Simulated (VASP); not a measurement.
A run of VASP 6.6.1 is set up as follows.

Contents of INCAR:

```
SYSTEM = Mo
ALGO     = Normal         ! electronic algorithm
DIPOL    = 0.5 0.5 0.500
EDIFF    = 1E-7           ! SCF threshold, eV
ENCUT    = 520            ! plane-wave cutoff, eV
IDIPOL   = 3            
ISIF     = 2              ! what is computed and relaxed
ISMEAR   = -1             ! smearing method
LASPH    = .True.         ! aspherical terms in the spheres
LCHARG   = .True.         ! write CHGCAR
LDIPOL   = .True.       
LELF     = .True.         ! ELF
LREAL    = .False.        ! projectors in reciprocal space
LVACPOTAV= .True.       
LVHAR    = .True.       
LWAVE    = .False.        ! write WAVECAR
NBANDS   = 43             ! bands
NELM     = 100            ! most SCF steps
PREC     = Accurate       ! precision mode
SIGMA    = 0.08           ! smearing width, eV
```

Contents of KPOINTS:

```
k-points
0
Gamma
  11 11 1
  0 0 0
```

Contents of POSCAR:

```
Mo
1.0
    4.3999059555      0.0000000000      0.0000000000
   -2.1999529778      3.8104303317      0.0000000000
    0.0000000000      0.0000000000     19.5925000000
Mo
5
Direct
    0.8333333333      0.1666666667      0.4215739449
    0.1666666667      0.8333333333      0.4572786045
    0.5000000000      0.5000000000      0.4999999999
    0.8333333333      0.1666666667      0.5427213955
    0.1666666667      0.8333333333      0.5784260552
```

Potentials or basis: VASP PAW LDA potentials, release 64 (Mo_sv).

Run with:

```console
$ cat potpaw_LDA.64/Mo_sv/POTCAR > POTCAR
$ mpirun -np 1 vasp_std > vasp.out
```

Q: What does it give for the band gap on the k mesh?

A: Zero (bands 35 and 36 overlap by 0.08 eV).

Q: Estimate the largest force.

A: 0.152 eV/Å.

Forces in eV/Å, atoms in the order of the input:
```
Mo   0.000  0.000 -0.152
Mo   0.000  0.000 -0.131
Mo   0.000  0.000  0.000
Mo   0.000  0.000  0.131
Mo   0.000  0.000  0.152
```
